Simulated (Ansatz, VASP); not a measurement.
**Two plane-wave programs on CuO**

```
Cu O
1.0
     2.55255    0.00000    0.00000
     0.00000    2.55255    0.00000
     0.00000    0.00000    2.55255
Cu O
1 1
Cartesian
  0.0000 0.0000 0.0000
  1.2763 1.2763 1.2763
```

Alike in both runs: task single point; functional PBEsol; k mesh 7 × 7 × 7; occupations gaussian, width 0.05 eV; collinear spin; Hubbard terms Cu d U = 4.0 eV.

|  | VASP | Ansatz |
| --- | --- | --- |
| version | VASP 6.6.1 | Ansatz 0.2.0 |
| potentials or method | VASP PAW PBE potentials, release 64 (Cu_sv_GW, O), cutoff 700 eV | scalar-relativistic, plane waves, PAW |
| valence electrons in the cell | 25 | 25 |

```csv
,VASP,Ansatz,Ansatz less VASP
gap on the k mesh at the Fermi level (eV),none,none,-
pressure (GPa),7.0,15.0,+7.99
net moment per atom (μB),0.50,0.50,0.000
size of the moment on the site where the two differ most (μB),0.53,0.63,+0.098
```

VASP's potentials were made for PBE, not for PBEsol. Site moments also hang on the region over which each program counts them. The programs project onto different local orbitals, so the same U acts differently, and such runs can settle in different states. A gap of «none» marks a metal or a gap that the smearing closes. Ansatz's warnings: filled band counts differ across k points.
